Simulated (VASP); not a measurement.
# Ag (Fmmm) in VASP: a series of runs, part 2 of 2

VASP 6.6.1. The steps go on from the part before.

## (4) Single point, r2SCAN (strain -0.0300 x Voigt [0, 0, 0, 0, 1, 0])

The input, POSCAR:

```
Ag
1.0
   -1.6804888100      1.6556540000      1.6804888100
    1.6308191900     -1.6556540000      1.6308191900
    1.6804888100      1.6556540000     -1.6804888100
Ag
1
Direct
    0.0000000000      0.0000000000      0.0000000000
```

The input, INCAR.step1:

```
SYSTEM = Ag
  PREC = Accurate
  ENCUT = 520
  ISMEAR = 0
  SIGMA = 0.15
  LREAL = .FALSE.
  LASPH = .TRUE.
  NELM = 60
  NBANDS = 12
  GGA = PE
  ALGO = Normal
  EDIFF = 1E-4
  LWAVE = .TRUE.
  LCHARG = .FALSE.
```

The input, INCAR.step2:

```
SYSTEM = Ag
  PREC = Accurate
  ENCUT = 520
  EDIFF = 1E-6
  ISMEAR = 0
  SIGMA = 0.15
  LREAL = .FALSE.
  LASPH = .TRUE.
  NELM = 60
  ALGO = Normal
  ISIF = 2
  LWAVE = .FALSE.
  LCHARG = .FALSE.
  METAGGA = R2SCAN
  LMIXTAU = .TRUE.
  NBANDS = 12
  ISTART = 1
```

The input, KPOINTS:

```
regular mesh
0
G
  20 20 20
  0 0 0
```

Potentials or basis: VASP PAW PBE potentials, release 64 (Ag).

Command:

```
$ cat potpaw_PBE.64/Ag/POTCAR > POTCAR
$ cp INCAR.step1 INCAR
$ mpirun -np 1 vasp_std > vasp.out
$ cp INCAR.step2 INCAR
$ mpirun -np 1 vasp_std > vasp.out
```

OUTCAR:

```text
SYSTEM = Ag
   PREC = Accurate
   ENCUT = 520
   EDIFF = 1E-6
   ISMEAR = 0
   LREAL = .FALSE.
   LASPH = .TRUE.
   NELM = 60
   ISIF = 2
   METAGGA = R2SCAN
   ISTART = 1

 ion  position               nearest neighbor table
   1  0.000  0.000  0.000-

  LATTYP: Found a face centered orthorhombic cell.
 ALAT       =     3.3113080000
 B/A-ratio  =     1.3930003589
 C/A-ratio  =     1.4354267658

  Lattice vectors:

 A1 = (   3.3113080000,   0.0000000000,  -0.0496696200)
 A2 = (   1.6804888100,   1.6556540000,  -1.6804888100)
 A3 = (   1.6308191900,   1.6556540000,   1.6308191900)

Analysis of symmetry for initial positions (statically):
=====================================================================
 Subroutine PRICEL returns:
 Original cell was already a primitive cell.

 Routine SETGRP: Setting up the symmetry group for a
 face centered orthorhombic supercell.

 Subroutine GETGRP returns: Found  8 space group operations
 (whereof  8 operations were pure point group operations)
 out of a pool of  8 trial point group operations.

The static configuration has the point symmetry D_2h.

Analysis of symmetry for dynamics (positions and initial velocities):
[... 169 lines left out ...]
      3       2.5629      2.00000
      4       2.6861      2.00000
      5       3.7944      2.00000
      6       3.8002      2.00000
      7      25.7553      0.00000
      8      26.0715      0.00000
      9      26.3274      0.00000
     10      31.1284      0.00000
     11      31.5579      0.00000
     12      31.9401      0.00000
[... 331 lines left out ...]
 k-point    24 :      -0.4000    0.0500   -0.0000
  band No.  band energies     occupation
      1       1.4174      2.00000
      2       1.9658      2.00000
      3       3.6642      2.00000
      4       3.8432      2.00000
      5       4.2259      2.00000
      6       5.6734      2.00000
      7      14.7063      0.00000
      8      21.6662      0.00000
      9      22.6257      0.00000
     10      27.2898      0.00000
     11      29.1907      0.00000
     12      32.4447      0.00000

 [... further k-points ...]

------------------------ aborting loop because EDIFF is reached ----------------------------------------

  FORCE on cell =-STRESS in cart. coord.  units (eV):
  Direction    XX          YY          ZZ          XY          YZ          ZX
  --------------------------------------------------------------------------------------
  -------------------------------------------------------------------------------------
  Total       -0.3871695     -0.3854223     -0.3871695     -0.0000000     -0.0000000      0.1300327
  in kB      -34.1775338    -34.0232972    -34.1775338     -0.0000000     -0.0000000     11.4786882
  external PRESSURE =     -34.1261216 kB  Pullay stress =       0.0000000 kB

 VOLUME and BASIS-vectors are now :
 -----------------------------------------------------------------------------
  energy-cutoff  :      520.00
  volume of cell :       18.15
      direct lattice vectors                 reciprocal lattice vectors
    -1.680488810  1.655654000  1.680488810     0.004530951  0.301995465  0.302063430
     1.630819190 -1.655654000  1.630819190     0.306594381  0.000000000  0.306594381
     1.680488810  1.655654000 -1.680488810     0.302063430  0.301995465  0.004530951

 POSITION                                       TOTAL-FORCE (eV/Angst)
 -----------------------------------------------------------------------------------
      0.00000      0.00000      0.00000         0.000000      0.000000      0.000000
 -----------------------------------------------------------------------------------
    total drift:                               -0.000000      0.000000      0.000000

  FREE ENERGIE OF THE ION-ELECTRON SYSTEM (eV)
  ---------------------------------------------------
  free  energy   TOTEN  =       -21.3139500820 eV

  energy  without entropy=      -21.3096971749  energy(sigma->0) =      -21.31182363
```

OSZICAR.step1:

```text
N       E                     dE             d eps       ncg     rms          rms(c)
DAV:   1     0.520556317596E+02    0.52056E+02   -0.54641E+03 28244   0.822E+02
DAV:   2    -0.209610182191E+01   -0.54152E+02   -0.51247E+02 32592   0.191E+02
DAV:   3    -0.291399078472E+01   -0.81789E+00   -0.81745E+00 32544   0.249E+01
DAV:   4    -0.291655233217E+01   -0.25615E-02   -0.25615E-02 31740   0.146E+00
DAV:   5    -0.291657371790E+01   -0.21386E-04   -0.21386E-04 31380   0.121E-01    0.444E+00
DAV:   6    -0.269111726649E+01    0.22546E+00   -0.93922E-01 30656   0.854E+00    0.300E+00
DAV:   7    -0.268534430794E+01    0.57730E-02   -0.59114E-03 31440   0.749E-01    0.173E+00
DAV:   8    -0.268294883474E+01    0.23955E-02   -0.72393E-04 31360   0.213E-01    0.661E-02
DAV:   9    -0.268295918004E+01   -0.10345E-04   -0.81807E-06 15988   0.240E-02
   1 F= -.26829592E+01 E0= -.26806301E+01  d E =-.465813E-02
```

Run time: 4.6 min. Hardware: 1 thread of Intel Xeon 6975P-C (Granite Rapids), shared host; peak memory 0.35 GiB.

Results:

| Property | Result |
| --- | --- |
| Free energy | -21.3140 eV |
| Pressure | -3.4 GPa |
| Band gap on the k mesh | zero (an odd number of electrons rules out a gap without spin polarisation) |

Stress tensor (GPa, compression positive):
```
-3.42  0.00  1.15
 0.00 -3.40  0.00
 1.15  0.00 -3.42
```

Caveat: the cell differs from its parent crystal (strain -0.0300 x Voigt [0, 0, 0, 0, 1, 0]); the cell stands under tension; the PAW data sets were made with another functional, which shifts forces and pressure a little.

## (5) Summary

```tsv
cell	gap on the mesh (eV)	pressure (GPa)
a = 2.925, b = 2.811 Å, angles 109.5, 111.1, 109.5°, 1 atom	none	-3.2
a = 2.825, b = 2.911 Å, angles 109.5, 108.2, 109.5°, 1 atom	none	-3.3
a = 2.896, b = 2.839 Å, angles 109.5, 110.3, 109.5°, 1 atom	none	-3.4
```

Alike in all rows: task single point; level r2SCAN; potentials or basis VASP PAW PBE potentials, release 64 (Ag); no spin polarisation; k mesh 20 × 20 × 20; cutoff (eV) 520; smearing gaussian 0.15 eV.

Caveats: the cell stands under tension; the PAW data sets were made with another functional, which shifts forces and pressure a little.

Total energies depend on the potentials used, so only differences within one code and one set of settings carry meaning.
